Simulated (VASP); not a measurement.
Set up this calculation in VASP 6.6.1, as the native input.

```
Task                   : single point
Functional             : r2SCAN
Potentials or basis    : VASP PAW PBE potentials, release 64 (Zn, O)
Cutoff                 : 520 eV
k mesh                 : 12 × 12 × 6
Occupations            : tetrahedron
Spin                   : no spin polarisation
Dipole correction      : no
Further INCAR settings : ALGO = Normal; EDIFF = 1e-06; NBANDS = 26
```

ZnO:

```
Zn O
1.0
     3.23596    0.00000    0.00000
    -1.61798    2.80242    0.00000
     0.00000    0.00000    5.20906
Zn O
2 2
Cartesian
  0.0000 1.8683 0.0056
  1.6180 0.9341 2.6101
  0.0000 1.8683 1.9848
  1.6180 0.9341 4.5893
```

The input as run:

POSCAR

```
ZnO
1.0
    3.2359554851      0.0000000000      0.0000000000
   -1.6179777426      2.8024196556      0.0000000000
    0.0000000000      0.0000000000      5.2090602275
Zn O
2 2
Direct
    0.3333333333      0.6666666667      0.0010763040
    0.6666666667      0.3333333333      0.5010763040
    0.3333333333      0.6666666667      0.3810236960
    0.6666666667      0.3333333333      0.8810236960
```

INCAR.step1

```
SYSTEM = ZnO
PREC = Accurate
ENCUT = 520
ISMEAR = -5
SIGMA = 0.1
LREAL = .FALSE.
LASPH = .TRUE.
NELM = 100
NBANDS = 26
GGA = PE
ALGO = Normal
EDIFF = 1E-4
LWAVE = .TRUE.
LCHARG = .FALSE.
```

INCAR.step2

```
SYSTEM = ZnO
PREC = Accurate
ENCUT = 520
EDIFF = 1E-6
ISMEAR = -5
SIGMA = 0.1
LREAL = .FALSE.
LASPH = .TRUE.
NELM = 100
ALGO = Normal
ISIF = 2
LWAVE = .FALSE.
LCHARG = .FALSE.
METAGGA = R2SCAN
LMIXTAU = .TRUE.
NBANDS = 26
ISTART = 1
```

KPOINTS

```
Automatic mesh
0
G
  12 12 6
  0 0 0
```

Potentials or basis: VASP PAW PBE potentials, release 64 (Zn, O).

Launch:

```console
$ cat potpaw_PBE.64/Zn/POTCAR potpaw_PBE.64/O/POTCAR > POTCAR
$ cp INCAR.step1 INCAR
$ mpirun -np 1 vasp_std > vasp.out
$ cp INCAR.step2 INCAR
$ mpirun -np 1 vasp_std > vasp.out
```

Results of the run:

```yaml
Pressure: 1.0 GPa
Largest_force: 0.007 eV/Å
Band_gap_on_the_k_mesh: 1.24 eV
```

Caveat: the PAW data sets were made with another functional, which shifts forces and pressure a little.

Run time: 3.8 min on 1 thread of AMD EPYC 7R13 Processor (Zen 3), with other jobs on the host, peak memory 0.2 GiB.
